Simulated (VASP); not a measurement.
# BP (I-4m2) in VASP: further runs

Runs on BP. Level: PBE. Tasks: single point.

Everything below comes from runs of VASP 6.6.1. Logs are shortened: lines on timing, memory, paths and dates and some standing lists are left out, and cuts for length are marked.

### 1 The cell of the first run

The structure is tetragonal, space group I-4m2 (No. 119). Conventional cell: a = 3.209 Å, b = 3.209 Å, c = 4.175 Å, α = 90.00°, β = 90.00°, γ = 90.00°. B (site symmetry -4m2) has 4 P at 1.91 Å within 2.5 Å. P (site symmetry -4m2) has 4 B at 1.91 Å within 2.5 Å.

### 2 Single point, PBE (strain +0.000 along x and y, -0.080 along z)

File INCAR:

```
SYSTEM = BP
  PREC = Accurate
  ENCUT = 520
  EDIFF = 1E-7
  ISMEAR = 0
  SIGMA = 0.05
  LREAL = .FALSE.
  LASPH = .TRUE.
  NELM = 100
  ALGO = Normal
  ISIF = 2
  LWAVE = .FALSE.
  LCHARG = .FALSE.
  GGA = PE
  NBANDS = 11
```

File KPOINTS:

```
Automatic mesh
0
G
  10 10 10
  0 0 0
```

File POSCAR:

```
BP
1.0
    0.0000000000      2.2690000000      2.0874800000
    2.2690000000      0.0000000000      2.0874800000
    2.2690000000      2.2690000000      0.0000000000
B P
1 1
Direct
    0.0000000000      0.0000000000      0.0000000000
    0.7500000000      0.7500000000      0.7500000000
```

Potentials or basis: VASP PAW PBE potentials, release 64 (B, P).

Started as:

```bash
cat potpaw_PBE.64/B/POTCAR potpaw_PBE.64/P/POTCAR > POTCAR
mpirun -np 1 vasp_std > vasp.out
```

OUTCAR:

```text
SYSTEM = BP
   PREC = Accurate
   ENCUT = 520
   EDIFF = 1E-7
   ISMEAR = 0
   LREAL = .FALSE.
   LASPH = .TRUE.
   NELM = 100
   ISIF = 2
   GGA = PE

 ion  position               nearest neighbor table
   1  0.000  0.000  0.000-   2 1.91   2 1.91   2 1.91   2 1.91
   2  0.750  0.750  0.750-   1 1.91   1 1.91   1 1.91   1 1.91

  LATTYP: Found a body centered tetragonal cell.
 ALAT       =     3.2088505730
 C/A-ratio  =     1.3010764774

  Lattice vectors:

 A1 = (   0.0000000000,  -2.2690000000,  -2.0874800000)
 A2 = (   0.0000000000,   2.2690000000,  -2.0874800000)
 A3 = (   2.2690000000,   0.0000000000,   2.0874800000)

Analysis of symmetry for initial positions (statically):
=====================================================================
 Subroutine PRICEL returns:
 Original cell was already a primitive cell.

 Routine SETGRP: Setting up the symmetry group for a
 body centered tetragonal supercell.

 Subroutine GETGRP returns: Found  8 space group operations
 (whereof  8 operations were pure point group operations)
 out of a pool of 16 trial point group operations.

The static configuration has the point symmetry D_2d.

Analysis of symmetry for dynamics (positions and initial velocities):
=====================================================================
 Subroutine PRICEL returns:
 Original cell was already a primitive cell.

 Routine SETGRP: Setting up the symmetry group for a
 body centered tetragonal supercell.

 Subroutine GETGRP returns: Found  8 space group operations
 (whereof  8 operations were pure point group operations)
 out of a pool of 16 trial point group operations.

The dynamic configuration has the point symmetry D_2d.

 Subroutine INISYM returns: Found  8 space group operations
 (whereof  8 operations are pure point group operations),
 and found     1 'primitive' translations

----------------------------------------------------------------------------------------

                                     Primitive cell

  volume of cell :      21.4942

  direct lattice vectors                    reciprocal lattice vectors
     0.000000000  2.269000000  2.087480000    -0.220361393  0.220361393  0.239523253
     2.269000000  0.000000000  2.087480000     0.220361393 -0.220361393  0.239523253
     2.269000000  2.269000000  0.000000000     0.220361393  0.220361393 -0.239523253

  length of vectors
     3.083169433  3.083169433  3.208850573     0.393051747  0.393051747  0.393051747

  position of ions in fractional coordinates (direct lattice)
     0.000000000  0.000000000  0.000000000
     0.750000000  0.750000000  0.750000000

  ion indices of the primitive-cell ions
   primitive index   ion index
                 1           1
                 2           2

----------------------------------------------------------------------------------------

 KPOINTS: Automatic mesh

Automatic generation of k-mesh.
 Grid dimensions read from file:
 generate k-points for:   10   10   10

 Generating k-lattice:

  Cartesian coordinates                     Fractional coordinates (reciprocal lattice)
    -0.022036139  0.022036139  0.023952325     0.100000000  0.000000000  0.000000000
     0.022036139 -0.022036139  0.023952325     0.000000000  0.100000000  0.000000000
     0.022036139  0.022036139 -0.023952325     0.000000000  0.000000000  0.100000000

  Length of vectors
     0.039305175  0.039305175  0.039305175

  Shift w.r.t. Gamma in fractional coordinates (k-lattice)
     0.000000000  0.000000000  0.000000000

 Subroutine IBZKPT returns following result:
 ===========================================

 Found    102 irreducible k-points:

 Following reciprocal coordinates:
            Coordinates               Weight
  0.000000  0.000000  0.000000      1.000000
  0.100000 -0.000000  0.000000      8.000000
  0.200000 -0.000000  0.000000      8.000000
  0.300000 -0.000000  0.000000      8.000000
  0.400000 -0.000000  0.000000      8.000000
  0.500000 -0.000000  0.000000      4.000000
[... 16 lines left out ...]
  0.300000  0.300000  0.000000      2.000000
  0.400000  0.300000  0.000000      8.000000
 [... further k-points ...]
   k-points           NKPTS =    102   k-points in BZ     NKDIM =    102   number of bands    NBANDS=     11
   number of dos      NEDOS =    301   number of ions     NIONS =      2
   total plane-waves  NPLWV =  13824
   dimension x,y,z NGX =    24 NGY =   24 NGZ =   24
   dimension x,y,z NGXF=    48 NGYF=   48 NGZF=   48
   ions per type =               1   1
   NGX,Y,Z   is equivalent  to a cutoff of  12.94, 12.94, 12.43 a.u.
   NGXF,Y,Z  is equivalent  to a cutoff of  25.88, 25.88, 24.87 a.u.
 SYSTEM =  BP
   PREC   = accura    normal or accurate (medium, high low for compatibility)
   ISTART =      0    job   : 0-new  1-cont  2-samecut
   ICHARG =      2    charge: 1-file 2-atom 10-const
   ISPIN  =      1    spin polarized calculation?
   LNONCOLLINEAR =      F non collinear calculations
   LSORBIT =      F    spin-orbit coupling
   LASPH  =      T    aspherical Exc in radial PAW
   ENCUT  =  520.0 eV  38.22 Ry    6.18 a.u.   5.73  5.73  5.97*2*pi/ulx,y,z
   NELM   =    100;   NELMIN=  2; NELMDL= -5     # of ELM steps
   EDIFF  = 0.1E-06   stopping-criterion for ELM
   LREAL  =      F    real-space projection
   EDIFFG = 0.1E-05   stopping-criterion for IOM
   NSW    =      0    number of steps for IOM
   IBRION =     -1    ionic relax: 0-MD 1-quasi-New 2-CG
   NFREE  =      0    steps in history (QN), initial steepest desc. (CG)
   ISIF   =      2    stress and relaxation
   ISYM   =      2    0-nonsym 1-usesym 2-fastsym
   POTIM  = 0.5000    time-step for ionic-motion
   TEBEG  =    0.0;   TEEND  =   0.0 temperature during run
   PSTRESS=    0.0 pullay stress
   NELECT =       8.0000    total number of electrons
   NUPDOWN=      -1.0000    fix difference up-down
   EMIN   =  10.00;   EMAX   =-10.00  energy-range for DOS
   EFERMI =   0.00;   METHOD = LEGACY
   ISMEAR =     0;   SIGMA  =   0.05  broadening in eV -4-tet -1-fermi 0-gaus
   EFERMI_NEDOS =   21; number of points for ismear=-14 and -15
   IALGO  =     38    algorithm
   IMIX   =      4    mixing-type and parameters
     AMIX     =   0.40;   BMIX     =  1.00
     AMIX_MAG =   1.60;   BMIX_MAG =  1.00
  volume/ion in A,a.u.               =      10.75        72.53
  Fermi-wavevector in a.u.,A,eV,Ry     =   1.177600  2.225341 18.867761  1.386741
  Thomas-Fermi vector in A             =   2.313944
   LORBIT       =      0    0 simple, 1 ext, 2 COOP (PROOUT), +10 PAW based schemes
   GGA     = PE    functional components
   LHFCALC =     F    Hartree Fock is set to
   AEXX    =    0.0000 exact exchange contribution
   IVDW    =     0    specifies the selected vdW correction
   LEPSILON=     F    determine dielectric tensor
   LRPA    =     F    only Hartree local field effects (RPA)
 non-spin polarized calculation
 Gauss-broadening in eV      SIGMA  =   0.05
  energy-cutoff  :      520.00
  volume of cell :       21.49
 maximum number of plane-waves:       588
   NGX = 11   NGY = 11   NGZ = 11

 number of electron       7.9999999 magnetization

 Free energy of the ion-electron system (eV)
  ---------------------------------------------------
  ext. energy  EPLUGINS =         0.00000000
  ---------------------------------------------------
  free energy    TOTEN  =       -12.74993002 eV

  energy without entropy =      -12.74987358  energy(sigma->0) =      -12.74990180

 E-fermi :   8.8363     XC(G=0): -11.2787

 val. band max:        8.4948316210   @ k =   0.1000  -0.0000   0.0000
 cond. band min:       8.8363442798   @ k =   0.4000   0.4000   0.0000
 fundamental gap:      0.3415126588
 Fermi energy:         8.8363422274

 k-point     1 :       0.0000    0.0000    0.0000
  band No.  band energies     occupation
      1      -7.7695      2.00000
      2       8.2052      2.00000
      3       8.2052      2.00000
      4       8.9761      0.00008
      5      11.7198      0.00000
      6      12.1983      0.00000
      7      12.1983      0.00000
      8      17.0520      0.00000
      9      19.6908      0.00000
     10      20.5787      0.00000
     11      21.6920      0.00000

 k-point     2 :       0.1000   -0.0000    0.0000
  band No.  band energies     occupation
      1      -7.5760      2.00000
      2       7.0511      2.00000
      3       7.8570      2.00000
      4       8.4948      2.00000
      5      12.0558      0.00000
      6      12.5998      0.00000
      7      12.7919      0.00000
      8      17.4917      0.00000
      9      19.1710      0.00000
     10      20.6343      0.00000
     11      21.2532      0.00000

 k-point     3 :       0.2000   -0.0000    0.0000
  band No.  band energies     occupation
      1      -7.0015      2.00000
      2       4.6363      2.00000
      3       7.1850      2.00000
      4       7.9314      2.00000
      5      12.4064      0.00000
      6      13.1593      0.00000
      7      13.5906      0.00000
      8      18.4410      0.00000
      9      19.0037      0.00000
     10      19.7305      0.00000
     11      22.3475      0.00000

 k-point     4 :       0.3000   -0.0000    0.0000
  band No.  band energies     occupation
      1      -6.0732      2.00000
      2       2.1367      2.00000
      3       6.5850      2.00000
      4       7.4881      2.00000
      5      12.3488      0.00000
      6      13.1621      0.00000
      7      14.1829      0.00000
      8      19.0452      0.00000
      9      19.9777      0.00000
     10      20.2250      0.00000
     11      22.8416      0.00000
[... 239 lines left out ...]
 k-point    22 :      -0.2000    0.2000    0.0000
  band No.  band energies     occupation
      1      -5.8632      2.00000
      2       3.2945      2.00000
      3       4.4238      2.00000
      4       6.5764      2.00000
      5      12.4111      0.00000
      6      14.0883      0.00000
      7      15.7806      0.00000
      8      17.4725      0.00000
      9      17.7798      0.00000
     10      22.0452      0.00000
     11      24.9480      0.00000

 k-point    23 :       0.3000    0.3000    0.0000
  band No.  band energies     occupation
      1      -5.2425      2.00000
      2       4.2008      2.00000
      3       4.4995      2.00000
      4       4.4995      2.00000
      5       9.2224      0.00000
      6      12.2303      0.00000
      7      17.8095      0.00000
      8      17.8095      0.00000
      9      22.4481      0.00000
     10      23.3579      0.00000
     11      26.8163      0.00000

 k-point    24 :       0.4000    0.3000    0.0000
  band No.  band energies     occupation
      1      -4.2747      2.00000
      2       2.3897      2.00000
      3       4.0655      2.00000
      4       4.1398      2.00000
      5       9.4823      0.00000
      6      11.5953      0.00000
      7      18.2711      0.00000
      8      18.5454      0.00000
      9      23.8533      0.00000
     10      24.1006      0.00000
     11      27.2849      0.00000

 [... further k-points ...]

------------------------ aborting loop because EDIFF is reached ----------------------------------------

  FORCE on cell =-STRESS in cart. coord.  units (eV):
  Direction    XX          YY          ZZ          XY          YZ          ZX
  --------------------------------------------------------------------------------------
  -------------------------------------------------------------------------------------
  Total        1.3270061      1.3270061      4.0869554      0.0000000      0.0000000      0.0000000
  in kB       98.9150078     98.9150078    304.6415730      0.0000000      0.0000000      0.0000000
  external PRESSURE =     167.4905295 kB  Pullay stress =       0.0000000 kB

 VOLUME and BASIS-vectors are now :
 -----------------------------------------------------------------------------
  energy-cutoff  :      520.00
  volume of cell :       21.49
      direct lattice vectors                 reciprocal lattice vectors
     0.000000000  2.269000000  2.087480000    -0.220361393  0.220361393  0.239523253
     2.269000000  0.000000000  2.087480000     0.220361393 -0.220361393  0.239523253
     2.269000000  2.269000000  0.000000000     0.220361393  0.220361393 -0.239523253

 POSITION                                       TOTAL-FORCE (eV/Angst)
 -----------------------------------------------------------------------------------
      0.00000      0.00000      0.00000        -0.000000     -0.000000     -0.000000
      3.40350      3.40350      3.13122         0.000000      0.000000      0.000000
 -----------------------------------------------------------------------------------
    total drift:                               -0.000000     -0.000000      0.000001

  FREE ENERGIE OF THE ION-ELECTRON SYSTEM (eV)
  ---------------------------------------------------
  free  energy   TOTEN  =       -12.7499300153 eV

  energy  without entropy=      -12.7498735825  energy(sigma->0) =      -12.74990180
```

It used 13 s of CPU time on 1 thread of Intel(R) Xeon(R) Platinum 8259CL CPU @ 2.50GHz (Skylake/Cascade Lake) (shared host).

Results:

- Free energy: -12.7499 eV
- Pressure: 16.7 GPa
- Band gap on the k mesh: zero (band 4 reaches 8.98 eV, above the bottom of band 5 at 8.84 eV)

Levels at points of the mesh, in eV from the Fermi level:
| k point | band 1 | band 2 | band 3 | band 4 | band 5 | band 6 | band 7 | band 8 | band 9 |
| --- | --- | --- | --- | --- | --- | --- | --- | --- | --- |
| (0.00, 0.00, 0.00) | -16.61 | -0.63 | -0.63 | 0.14 | 2.88 | 3.36 | 3.36 | 8.22 | 10.85 |
| (0.50, 0.00, 0.00) | -12.93 | -10.02 | -2.77 | -1.71 | 3.26 | 3.93 | 5.54 | 10.15 | 13.77 |
| (0.50, 0.50, 0.00) | -10.69 | -8.83 | -5.39 | -5.39 | 0.15 | 0.39 | 12.43 | 12.43 | 16.43 |
| (0.50, 0.00, 0.50) | -11.59 | -9.67 | -4.53 | -4.36 | 1.14 | 1.65 | 11.41 | 13.20 | 14.79 |

Caveat: the cell differs from its parent crystal (strain +0.000 along x and y, -0.080 along z).

### 3 Single point, PBE (strain +0.000 along x and y, -0.040 along z)

File INCAR:

```
SYSTEM = BP
ALGO     = Normal         ! electronic algorithm
EDIFF    = 1E-7           ! SCF threshold, eV
ENCUT    = 520            ! plane-wave cutoff, eV
GGA      = PE             ! functional
ISIF     = 2              ! what is computed and relaxed
ISMEAR   = 0              ! smearing method
LASPH    = .TRUE.         ! aspherical terms in the spheres
LCHARG   = .TRUE.         ! write CHGCAR
LELF     = .TRUE.         ! ELF
LREAL    = .FALSE.        ! projectors in reciprocal space
LVHAR    = .TRUE.       
LWAVE    = .FALSE.        ! write WAVECAR
NBANDS   = 11             ! bands
NELM     = 60             ! most SCF steps
PREC     = Accurate       ! precision mode
SIGMA    = 0.05           ! smearing width, eV
```

File KPOINTS:

```
k-points
0
G
  10 10 10
  0 0 0
```

File POSCAR:

```
BP
1.0
    0.0000000000      2.2690000000      2.1782400000
    2.2690000000      0.0000000000      2.1782400000
    2.2690000000      2.2690000000      0.0000000000
B P
1 1
Direct
    0.0000000000      0.0000000000      0.0000000000
    0.7500000000      0.7500000000      0.7500000000
```

Potentials or basis: VASP PAW PBE potentials, release 64 (B, P).

Started as:

```bash
cat potpaw_PBE.64/B/POTCAR potpaw_PBE.64/P/POTCAR > POTCAR
mpirun -np 1 vasp_std > vasp.out
```

It took 23 s on 1 thread of Intel Xeon Platinum 8259CL at 2.50GHz (Skylake/Cascade Lake), shared host; peak memory 0.15 GiB.

The run converged. Its results:

| Property | Result |
| --- | --- |
| Free energy | -12.8835 eV |
| Pressure | 8.1 GPa |
| Band gap on the k mesh | 0.57 eV, indirect (least direct gap 3.06 eV) |

Stress tensor (GPa, compression positive):
```
 4.60  0.00  0.00
 0.00  4.60  0.00
 0.00  0.00 15.25
```

Levels at points of the mesh, in eV from the valence-band top:
```
           k point  band 1  band 2  band 3  band 4  band 5  band 6  band 7  band 8
(0.00, 0.00, 0.00)  -16.09   -0.39   -0.39    0.00    3.06    3.29    3.29    7.72
(0.50, 0.00, 0.00)  -12.60   -9.59   -2.33   -1.80    3.56    4.27    4.91   10.03
(0.50, 0.50, 0.00)  -10.74   -8.80   -4.81   -4.81    0.68    0.97   12.22   12.22
(0.50, 0.00, 0.50)  -11.15   -9.18   -4.41   -4.33    1.15    1.56   11.75   12.64
```

Caveat: the cell differs from its parent crystal (strain +0.000 along x and y, -0.040 along z). A k mesh can miss the band edges.
